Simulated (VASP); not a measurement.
A run of VASP 6.6.1:

INCAR

```
PREC     = Accurate       # precision mode
ENCUT    = 520            # plane-wave cutoff, eV
EDIFF    = 1E-6           # SCF threshold, eV
ISMEAR   = 0              # smearing method
SIGMA    = 0.1            # smearing width, eV
LREAL    = False          # projectors in reciprocal space
LASPH    = True           # aspherical terms in the spheres
NELM     = 150            # most SCF steps
ALGO     = Fast           # electronic algorithm
ISIF     = 2              # what is computed and relaxed
LWAVE    = False          # write WAVECAR
LCHARG   = False          # write CHGCAR
ISPIN    = 2              # spin polarisation
MAGMOM   = 0 0 0 0 0 3 3 3 # initial moments
LORBIT   = 11             # projections on sites
LMAXMIX  = 4              # l up to which the mixer works
GGA      = PE             # functional
NBANDS   = 32             # bands
```

File KPOINTS:

```
Automatic mesh
0
Gamma
  4 4 4
```

The input POSCAR:

```
Mg5Co3
1.0
    5.1934299100      0.0000000000      0.0000000000
    0.0000000000      5.1934299100      0.0000000000
    0.0000000000      0.0000000000      5.1934299100
Mg Co
5 3
Direct
    0.0000000000      0.0000000000      0.0000000000
    0.0000000000      0.5000000000      0.5000000000
    0.5000000000      0.0000000000      0.5000000000
    0.5000000000      0.5000000000      0.0000000000
    0.5000000000      0.5000000000      0.5000000000
    0.5000000000      0.0000000000      0.0000000000
    0.0000000000      0.5000000000      0.0000000000
    0.0000000000      0.0000000000      0.5000000000
```

Potentials or basis: VASP PAW PBE potentials, release 64 (Mg, Co).

The run is started by

```bash
$ cat potpaw_PBE.64/Mg/POTCAR potpaw_PBE.64/Co/POTCAR > POTCAR
$ mpirun -np 1 vasp_std > vasp.out
```

Hardware: 1 thread of AMD EPYC 9R45 96-Core Processor (Zen 5), on a shared host.

Q: How long does it take, and how much memory?

A: It took 62 s on 1 thread of AMD EPYC 9R45 96-Core Processor (Zen 5), on a shared host, peak memory 0.27 GiB. Counts: scf iterations 16, k points 10.
